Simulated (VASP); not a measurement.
# Br in VASP: a series of runs

The runs below take Br through relaxation of cell and atoms, single point, with PBE+D3(BJ), PBE+D4, BLYP.

All numbers are computed with VASP 6.6.1; they aren't measurements. Logs are shortened: lines on timing, memory, paths and dates and some standing lists are left out, and cuts for length are marked.

## Step 1: The cell of the first run

Symmetry: I4/mmm, No. 139, tetragonal system. The conventional cell has a = 2.847 Å, b = 2.847 Å, c = 7.155 Å, α = 90.00°, β = 90.00°, γ = 90.00°. Within 3.8 Å of Br (site symmetry 4/mmm) lie 4 Br at 2.85 Å.

## Step 2: Relaxation of cell and atoms, PBE+D3(BJ)

Input file INCAR:

```
PREC = Accurate
ENCUT = 500
EDIFF = 1E-7
ISMEAR = -1
SIGMA = 0.05
LREAL = F
LASPH = T
NELM = 120
ALGO = Normal
ISIF = 3
LWAVE = F
LCHARG = F
GGA = PE
IVDW = 12
IBRION = 2
NSW = 60
EDIFFG = -0.01
GGA_COMPAT = F
NELMIN = 4
```

Input file KPOINTS:

```
Automatic mesh
0
Gamma
  13 13 13
```

Input file POSCAR:

```
Br
1.0
   -1.4234917050      1.4234917050      3.5775173700
    1.4234917050     -1.4234917050      3.5775173700
    1.4234917050      1.4234917050     -3.5775173700
Br
1
Direct
    0.0000000000      0.0000000000      0.0000000000
```

Potentials or basis: VASP PAW PBE potentials, release 64 (Br).

Run with:

```bash
cat potpaw_PBE.64/Br/POTCAR > POTCAR
mpirun -np 1 vasp_std > vasp.out
```

OUTCAR:

```text
PREC = Accurate
   ENCUT = 500
   EDIFF = 1E-7
   ISMEAR = -1
   LREAL = F
   LASPH = T
   NELM = 120
   ISIF = 3
   GGA = PE
   IVDW = 12
   IBRION = 2
   NSW = 60
   EDIFFG = -0.01
   NELMIN = 4
 IVDW          = 12

 ion  position               nearest neighbor table
   1  0.000  0.000  0.000-

  LATTYP: Found a body centered tetragonal cell.
 ALAT       =     2.8469834100
 C/A-ratio  =     2.5131986069

  Lattice vectors:

 A1 = (  -1.4234917050,   1.4234917050,   3.5775173700)
 A2 = (   1.4234917050,  -1.4234917050,   3.5775173700)
 A3 = (   1.4234917050,   1.4234917050,  -3.5775173700)

Analysis of symmetry for initial positions (statically):
=====================================================================
 Subroutine PRICEL returns:
 Original cell was already a primitive cell.

 Routine SETGRP: Setting up the symmetry group for a
 body centered tetragonal supercell.

 Subroutine GETGRP returns: Found 16 space group operations
 (whereof 16 operations were pure point group operations)
 out of a pool of 16 trial point group operations.

The static configuration has the point symmetry D_4h.

Analysis of symmetry for dynamics (positions and initial velocities):
=====================================================================
 Subroutine PRICEL returns:
 Original cell was already a primitive cell.

 Routine SETGRP: Setting up the symmetry group for a
 body centered tetragonal supercell.

 Subroutine GETGRP returns: Found 16 space group operations
 (whereof 16 operations were pure point group operations)
 out of a pool of 16 trial point group operations.

The dynamic configuration has the point symmetry D_4h.

 Subroutine INISYM returns: Found 16 space group operations
 (whereof 16 operations are pure point group operations),
 and found     1 'primitive' translations

----------------------------------------------------------------------------------------

                                     Primitive cell

  volume of cell :      28.9969

  direct lattice vectors                    reciprocal lattice vectors
    -1.423491705  1.423491705  3.577517370     0.000000000  0.351248973  0.139761725
     1.423491705 -1.423491705  3.577517370     0.351248973  0.000000000  0.139761725
     1.423491705  1.423491705 -3.577517370     0.351248973  0.351248973  0.000000000

  length of vectors
     4.105032010  4.105032010  4.105032010     0.378033307  0.378033307  0.496741062

  position of ions in fractional coordinates (direct lattice)
     0.000000000  0.000000000  0.000000000

  ion indices of the primitive-cell ions
   primitive index   ion index
                 1           1

----------------------------------------------------------------------------------------

 KPOINTS: Automatic mesh

Automatic generation of k-mesh.
 Grid dimensions read from file:
 generate k-points for:   13   13   13

 Generating k-lattice:

  Cartesian coordinates                     Fractional coordinates (reciprocal lattice)
     0.000000000  0.027019152  0.010750902     0.076923077  0.000000000 -0.000000000
     0.027019152  0.000000000  0.010750902     0.000000000  0.076923077 -0.000000000
     0.027019152  0.027019152  0.000000000     0.000000000  0.000000000  0.076923077

  Length of vectors
     0.029079485  0.029079485  0.038210851

  Shift w.r.t. Gamma in fractional coordinates (k-lattice)
     0.000000000  0.000000000  0.000000000

 Subroutine IBZKPT returns following result:
 ===========================================

 Found    196 irreducible k-points:

 Following reciprocal coordinates:
            Coordinates               Weight
  0.000000  0.000000  0.000000      1.000000
  0.076923  0.000000  0.000000      8.000000
  0.153846  0.000000  0.000000      8.000000
  0.230769  0.000000  0.000000      8.000000
  0.307692  0.000000  0.000000      8.000000
  0.384615  0.000000  0.000000      8.000000
[... 16 lines left out ...]
  0.384615  0.153846  0.000000     16.000000
  0.461538  0.153846  0.000000     16.000000
 [... further k-points ...]
   k-points           NKPTS =    196   k-points in BZ     NKDIM =    196   number of bands    NBANDS=      7
   number of dos      NEDOS =    301   number of ions     NIONS =      1
   total plane-waves  NPLWV =  27000
   dimension x,y,z NGX =    30 NGY =   30 NGZ =   30
   dimension x,y,z NGXF=    60 NGYF=   60 NGZF=   60
   ions per type =               1
   NGX,Y,Z   is equivalent  to a cutoff of  12.15, 12.15, 12.15 a.u.
   NGXF,Y,Z  is equivalent  to a cutoff of  24.30, 24.30, 24.30 a.u.
 SYSTEM =  unknown system
   PREC   = accura    normal or accurate (medium, high low for compatibility)
   ISTART =      0    job   : 0-new  1-cont  2-samecut
   ICHARG =      2    charge: 1-file 2-atom 10-const
   ISPIN  =      1    spin polarized calculation?
   LNONCOLLINEAR =      F non collinear calculations
   LSORBIT =      F    spin-orbit coupling
   LASPH  =      T    aspherical Exc in radial PAW
   ENCUT  =  500.0 eV  36.75 Ry    6.06 a.u.   7.48  7.48  7.48*2*pi/ulx,y,z
   NELM   =    120;   NELMIN=  4; NELMDL= -5     # of ELM steps
   EDIFF  = 0.1E-06   stopping-criterion for ELM
   LREAL  =      F    real-space projection
   EDIFFG = -.1E-01   stopping-criterion for IOM
   NSW    =     60    number of steps for IOM
   IBRION =      2    ionic relax: 0-MD 1-quasi-New 2-CG
   NFREE  =      1    steps in history (QN), initial steepest desc. (CG)
   ISIF   =      3    stress and relaxation
   ISYM   =      2    0-nonsym 1-usesym 2-fastsym
   POTIM  = 0.5000    time-step for ionic-motion
   TEBEG  =    0.0;   TEEND  =   0.0 temperature during run
   PSTRESS=    0.0 pullay stress
   NELECT =       7.0000    total number of electrons
   NUPDOWN=      -1.0000    fix difference up-down
   EMIN   =  10.00;   EMAX   =-10.00  energy-range for DOS
   EFERMI =   0.00;   METHOD = LEGACY
   ISMEAR =    -1;   SIGMA  =   0.05  broadening in eV -4-tet -1-fermi 0-gaus
   EFERMI_NEDOS =   21; number of points for ismear=-14 and -15
   IALGO  =     38    algorithm
   IMIX   =      4    mixing-type and parameters
     AMIX     =   0.40;   BMIX     =  1.00
     AMIX_MAG =   1.60;   BMIX_MAG =  1.00
  volume/ion in A,a.u.               =      29.00       195.68
  Fermi-wavevector in a.u.,A,eV,Ry     =   1.019351  1.926294 14.137486  1.039076
  Thomas-Fermi vector in A             =   2.152860
   LORBIT       =      0    0 simple, 1 ext, 2 COOP (PROOUT), +10 PAW based schemes
   GGA     = PE    functional components
   LHFCALC =     F    Hartree Fock is set to
   AEXX    =    0.0000 exact exchange contribution
   IVDW    =    12    specifies the selected vdW correction
   LEPSILON=     F    determine dielectric tensor
   LRPA    =     F    only Hartree local field effects (RPA)
 conjugate gradient relaxation of ions
 non-spin polarized calculation
  energy-cutoff  :      500.00
  volume of cell :       29.00
 maximum number of plane-waves:       769
 NGX is ok and might be reduce to    30
   NGX = 15   NGY = 15   NGZ = 15

--------------------------------------- Ionic step        1  -------------------------------------------

 number of electron       6.9999999 magnetization

 Free energy of the ion-electron system (eV)
  ---------------------------------------------------
  ext. energy  EPLUGINS =         0.00000000
  ---------------------------------------------------
  free energy    TOTEN  =        -1.44360179 eV

  energy without entropy =       -1.43887723  energy(sigma->0) =       -1.44123951

------------------------ aborting loop because EDIFF is reached ----------------------------------------

 Edisp (eV)   -0.24923

 E8    (eV) :    -0.0986

  FORCE on cell =-STRESS in cart. coord.  units (eV):
  Direction    XX          YY          ZZ          XY          YZ          ZX
  --------------------------------------------------------------------------------------
  -------------------------------------------------------------------------------------
  Total      -0.02512    -0.02512    -0.00885     0.00000    -0.00000     0.00000
  in kB      -1.38801    -1.38801    -0.48900     0.00000    -0.00000     0.00000
  external pressure =       -1.09 kB  Pullay stress =        0.00 kB

 VOLUME and BASIS-vectors are now :
 -----------------------------------------------------------------------------
  energy-cutoff  :      500.00
  volume of cell :       29.00
      direct lattice vectors                 reciprocal lattice vectors
    -1.423491705  1.423491705  3.577517370     0.000000000  0.351248973  0.139761725
     1.423491705 -1.423491705  3.577517370     0.351248973  0.000000000  0.139761725
     1.423491705  1.423491705 -3.577517370     0.351248973  0.351248973  0.000000000

 POSITION                                       TOTAL-FORCE (eV/Angst)
 -----------------------------------------------------------------------------------
      0.00000      0.00000      0.00000        -0.000000      0.000000      0.000000
 -----------------------------------------------------------------------------------
    total drift:                                0.000000      0.000000     -0.000000

  FREE ENERGIE OF THE ION-ELECTRON SYSTEM (eV)
  ---------------------------------------------------
  free  energy   TOTEN  =        -1.6928321859 eV

  energy  without entropy=       -1.6881076195  energy(sigma->0) =       -1.69046990

--------------------------------------- Ionic step        2  -------------------------------------------

 number of electron       6.9999999 magnetization

 Free energy of the ion-electron system (eV)
  ---------------------------------------------------
  ext. energy  EPLUGINS =         0.00000000
  ---------------------------------------------------
  free energy    TOTEN  =        -1.44287384 eV

  energy without entropy =       -1.43817161  energy(sigma->0) =       -1.44052273

 E-fermi :   1.4929     XC(G=0):  -8.6495

 val. band max:        1.4184788781   @ k =  -0.2308   0.3077   0.0769
 cond. band min:       1.5269786979   @ k =  -0.3077   0.3846   0.1538
 fundamental gap:      0.1084998198
 Fermi energy:         1.4929328976

 k-point     1 :       0.0000    0.0000    0.0000
  band No.  band energies     occupation
      1     -14.8218      2.00000
      2      -0.8441      2.00000
      3       2.4324      0.00000
      4       2.4324      0.00000
      5       6.9006      0.00000
      6      11.2960      0.00000
      7      11.8037      0.00000

 k-point     2 :       0.0769    0.0000    0.0000
  band No.  band energies     occupation
      1     -14.7479      2.00000
      2      -0.8367      2.00000
      3       1.8097      0.00354
      4       2.4776      0.00000
      5       7.1282      0.00000
      6      11.5542      0.00000
      7      12.3691      0.00000

 k-point     3 :       0.1538    0.0000    0.0000
  band No.  band energies     occupation
      1     -14.5337      2.00000
      2      -0.8167      2.00000
      3       0.4283      2.00000
      4       2.6064      0.00000
      5       7.6894      0.00000
      6      11.8202      0.00000
      7      13.4721      0.00000

 k-point     4 :       0.2308    0.0000    0.0000
  band No.  band energies     occupation
      1     -14.2036      2.00000
      2      -1.2253      2.00000
      3      -0.6605      2.00000
      4       2.7975      0.00000
      5       8.3764      0.00000
      6      11.9260      0.00000
      7      12.2951      0.00000

 k-point     5 :       0.3077    0.0000    0.0000
  band No.  band energies     occupation
      1     -13.8066      2.00000
      2      -2.6042      2.00000
      3      -0.6102      2.00000
      4       3.0141      0.00000
      5       8.6476      0.00000
      6      11.5785      0.00000
      7      12.6751      0.00000
[... 161 lines left out ...]
 k-point    22 :       0.3077    0.1538   -0.0000
  band No.  band energies     occupation
      1     -13.5005      2.00000
      2      -2.4023      2.00000
      3      -0.7126      2.00000
      4       1.1305      1.99858
      5       9.2726      0.00000
      6      12.7338      0.00000
      7      13.8750      0.00000

 k-point    23 :       0.3846    0.1538    0.0000
  band No.  band energies     occupation
      1     -13.1337      2.00000
      2      -3.4679      2.00000
      3      -0.5167      2.00000
      4       1.3774      1.81954
      5       8.7867      0.00000
      6      12.5375      0.00000
      7      14.3485      0.00000

 k-point    24 :       0.4615    0.1538    0.0000
  band No.  band energies     occupation
      1     -12.9116      2.00000
      2      -4.0504      2.00000
      3      -0.3066      2.00000
      4       1.5346      0.60549
      5       8.4164      0.00000
      6      12.1536      0.00000
      7      14.7123      0.00000

 [... further k-points ...]

------------------------ aborting loop because EDIFF is reached ----------------------------------------

 Edisp (eV)   -0.24998

 E8    (eV) :    -0.0989

  FORCE on cell =-STRESS in cart. coord.  units (eV):
  Direction    XX          YY          ZZ          XY          YZ          ZX
  --------------------------------------------------------------------------------------
  -------------------------------------------------------------------------------------
  Total       0.00970     0.00970    -0.00583     0.00000     0.00000    -0.00000
  in kB       0.53737     0.53737    -0.32280     0.00000     0.00000    -0.00000
  external pressure =        0.25 kB  Pullay stress =        0.00 kB

 VOLUME and BASIS-vectors are now :
 -----------------------------------------------------------------------------
  energy-cutoff  :      500.00
  volume of cell :       28.91
      direct lattice vectors                 reciprocal lattice vectors
    -1.421766581  1.421766581  3.575989933     0.000000000  0.351675167  0.139821423
     1.421766581 -1.421766581  3.575989933     0.351675167  0.000000000  0.139821423
     1.421766581  1.421766581 -3.575989933     0.351675167  0.351675167  0.000000000

 POSITION                                       TOTAL-FORCE (eV/Angst)
 -----------------------------------------------------------------------------------
      2.84353      0.00000      0.00000        -0.000000     -0.000000      0.000000
 -----------------------------------------------------------------------------------
    total drift:                                0.000000      0.000000      0.000000

  FREE ENERGIE OF THE ION-ELECTRON SYSTEM (eV)
  ---------------------------------------------------
  free  energy   TOTEN  =        -1.6928550337 eV

  energy  without entropy=       -1.6881528080  energy(sigma->0) =       -1.69050392

 reached required accuracy - stopping structural energy minimisation
```

Run time: 31 s. Hardware: 1 thread of AMD EPYC 9R45 (Zen 5), shared host; peak memory 0.17 GiB.

Results:

| Item | Value |
| --- | --- |
| Free energy | -1.6929 eV |
| Relaxed volume | 28.91 Å³/atom |
| Relaxed cell | a = 4.103 Å, b = 4.103 Å, c = 4.103 Å, α = 139.45°, β = 139.45°, γ = 58.70° |
| Space group after relaxing (to 0.05 Å) | I4/mmm (No. 139) |
| Energy gained by relaxing | 0.0 meV/atom |
| Ionic steps | 2 |
| Pressure after relaxing | 0.0 GPa |
| Dispersion energy per atom | -0.250 eV |

Stress tensor (GPa, compression positive):
```
 0.05  0.00  0.00
 0.00  0.05  0.00
 0.00  0.00 -0.03
```

Final structure:
```
Br
1.0
    -1.42177    1.42177    3.57599
     1.42177   -1.42177    3.57599
     1.42177    1.42177   -3.57599
Br
1
Cartesian
  2.8435 0.0000 0.0000
```

Levels at points of the mesh, in eV from the Fermi level:
```tsv
k point	band 1	band 2	band 3	band 4	band 5	band 6	band 7
(0.00, 0.00, 0.00)	-16.31	-2.34	0.94	0.94	5.41	9.80	10.31
```

Caveat: an odd number of electrons without spin polarisation forces a metal; a magnetic or distorted state may lie lower; pairwise dispersion overbinds metals, which lowers pressure and volume.

## Step 3: Relaxation of cell and atoms, PBE+D4

Input file INCAR:

```
SYSTEM = Br
ALGO = Normal ; EDIFF = 1E-7
EDIFFG = -0.01 ; ENCUT = 500
GGA = PE ; GGA_COMPAT = .False.
IBRION = 2 ; ISIF = 3
ISMEAR = -1 ; IVDW = 13
LASPH = .True. ; LCHARG = .False.
LREAL = .False. ; LWAVE = .False.
NELM = 120 ; NELMIN = 4
NSW = 60 ; PREC = Accurate
SIGMA = 0.05
```

Input file KPOINTS:

```
k-points
0
Gamma
  13 13 13
  0 0 0
```

POSCAR is that of step 2.

Potentials or basis: VASP PAW PBE potentials, release 64 (Br).

Run with:

```bash
cat potpaw_PBE.64/Br/POTCAR > POTCAR
mpirun -np 1 vasp_std > vasp.out
```

It took 62 s on 1 thread of AMD EPYC 9R45 (Zen 5), shared host; peak memory 0.17 GiB.

It converged, with:

```
Free energy                            : -1.7153 eV
Relaxed volume                         : 28.71 Å³/atom
Relaxed cell                           : a = 4.080 Å, b = 4.080 Å, c = 4.080 Å, α = 139.21°, β = 139.21°, γ = 59.05°
Space group after relaxing (to 0.05 Å) : I4/mmm (No. 139)
Energy gained by relaxing              : 0.2 meV/atom
Ionic steps                            : 5
Pressure after relaxing                : 0.0 GPa
Dispersion energy per atom             : -0.275 eV
```

Step by step:
```
step  energy change (eV)  largest force (eV/Å)  pressure (GPa)  volume (Å³)
   1              0.0000                0.0000           -0.18        29.00
   2             -0.0001                0.0000            0.00        28.86
   3             -0.0001                0.0000            0.00        28.86
   4             -0.0001                0.0000            0.00        28.83
   5             -0.0002                0.0000            0.00        28.71
```

Final structure:
```yaml
crystal:
  lattice:
    - [-1.42180, 1.42180, 3.55046]
    - [1.42180, -1.42180, 3.55046]
    - [1.42180, 1.42180, -3.55046]
  atoms:
    - { symbol: Br, position: [0.00000, 0.00000, 0.00000] }
```

Levels at points of the mesh, in eV from the Fermi level:
```tsv
k point	band 1	band 2	band 3	band 4	band 5	band 6	band 7
(0.00, 0.00, 0.00)	-16.32	-2.30	0.94	0.94	5.45	9.82	10.33
```

Caveat: an odd number of electrons without spin polarisation forces a metal; a magnetic or distorted state may lie lower; pairwise dispersion overbinds metals, which lowers pressure and volume.

## Step 4: Single point, BLYP (volume scaled by 0.94)

Input file INCAR:

```
AGGAC    = 1.0          
AGGAX    = 1.0          
ALDAC    = 0.0          
ALDAX    = 1.0          
ALGO     = Normal         # electronic algorithm
EDIFF    = 1E-7           # SCF threshold, eV
ENCUT    = 520            # plane-wave cutoff, eV
GGA      = B5             # functional
ISIF     = 2              # what is computed and relaxed
ISMEAR   = -5             # smearing method
LASPH    = True           # aspherical terms in the spheres
LCHARG   = False          # write CHGCAR
LREAL    = False          # projectors in reciprocal space
LWAVE    = False          # write WAVECAR
NBANDS   = 10             # bands
NELM     = 60             # most SCF steps
PREC     = Accurate       # precision mode
SIGMA    = 0.05           # smearing width, eV
```

Input file KPOINTS:

```
k-points
0
Gamma
  13 13 13
```

Input file POSCAR:

```
Br
1.0
   -1.4188697441      1.3795305456      3.4200681648
    1.3951490665     -1.4538654579      3.4402074756
    1.4142872403      1.4492819745     -3.4496457878
Br
1
Direct
    0.0000000000      0.0000000000      0.0000000000
```

Run with:

```bash
cat potpaw_PBE.64/Br/POTCAR > POTCAR
mpirun -np 1 vasp_std > vasp.out
```

Run time: 3.9 min. Hardware: 1 thread of Intel Xeon 6975P-C (Granite Rapids), shared host; peak memory 0.41 GiB.

It converged, with:

| Property | Result |
| --- | --- |
| Free energy | -1.0614 eV |
| Pressure | 6.4 GPa |

Stress tensor (GPa, compression positive):
```
 6.69 -0.08  0.04
-0.08  8.03  0.09
 0.04  0.09  4.56
```

Levels at points of the mesh, in eV from the Fermi level:
```tsv
k point	band 1	band 2	band 3	band 4	band 5	band 6	band 7	band 8
(0.00, 0.00, 0.00)	-16.48	-2.16	0.96	1.10	5.74	10.01	10.74	15.77
```

Caveat: the cell differs from its parent crystal (volume scaled by 0.94); the PAW data sets were made with another functional, which shifts forces and pressure a little; an odd number of electrons without spin polarisation forces a metal; a magnetic or distorted state may lie lower; tetrahedron occupations give inexact forces and stress in metals.

[end of part 1 of 2]
